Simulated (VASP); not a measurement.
Input of a VASP 6.6.1 run:

Contents of POSCAR:

```
GaN
1.0
    0.0000000000      2.2489525415      2.2489525415
    2.2489525415      0.0000000000      2.2489525415
    2.2489525415      2.2489525415      0.0000000000
Ga N
1 1
Direct
    0.0000000000      0.0000000000      0.0000000000
    0.2500000000      0.2500000000      0.2500000000
```

File INCAR.step1:

```
PREC = Accurate
ENCUT = 500
EDIFF = 1E-8
ISMEAR = 0
SIGMA = 0.01
LREAL = False
LASPH = True
NELM = 100
ALGO = Normal
LWAVE = True
LCHARG = False
GGA = PE
```

The input INCAR.step2:

```
PREC = Accurate
ENCUT = 500
EDIFF = 1E-8
ISMEAR = 0
SIGMA = 0.01
LREAL = False
LASPH = True
NELM = 1
ALGO = Exact
LWAVE = True
LCHARG = False
GGA = PE
NBANDS = 99
LOPTICS = True
ISTART = 1
```

File INCAR.step3:

```
PREC = Accurate
ENCUT = 500
EDIFF = 1E-8
ISMEAR = 0
SIGMA = 0.01
LREAL = False
LASPH = True
ALGO = EVGW0
LWAVE = False
LCHARG = False
GGA = PE
NELMGW = 1
NBANDS = 99
ENCUTGW = 110.0
NOMEGA = 48
PRECFOCK = Fast
ISTART = 1
NBANDSGW = 17
```

File KPOINTS:

```
Automatic mesh
0
Gamma
  4 4 4
```

Potentials or basis: VASP PAW PBE potentials, release 64 (Ga_d_GW, N_GW).

The run is started by

```console
$ cat potpaw_PBE.64/Ga_d_GW/POTCAR potpaw_PBE.64/N_GW/POTCAR > POTCAR
$ cp INCAR.step1 INCAR
$ mpirun -np 1 vasp_std > vasp.out
$ cp INCAR.step2 INCAR
$ mpirun -np 1 vasp_std > vasp.out
$ cp INCAR.step3 INCAR
$ mpirun -np 1 vasp_std > vasp.out
```

Predict the quasiparticle gap.

2.78 eV.

Predict the least direct quasiparticle gap.

2.78 eV.

Predict the band gap on the k mesh, mean-field level.

1.75 eV, direct.

Caveat: the k points lie up to 0.60 Å⁻¹ apart; bands, screening cutoff and mesh are small and nothing is extrapolated, so the quasiparticle values aren't converged.
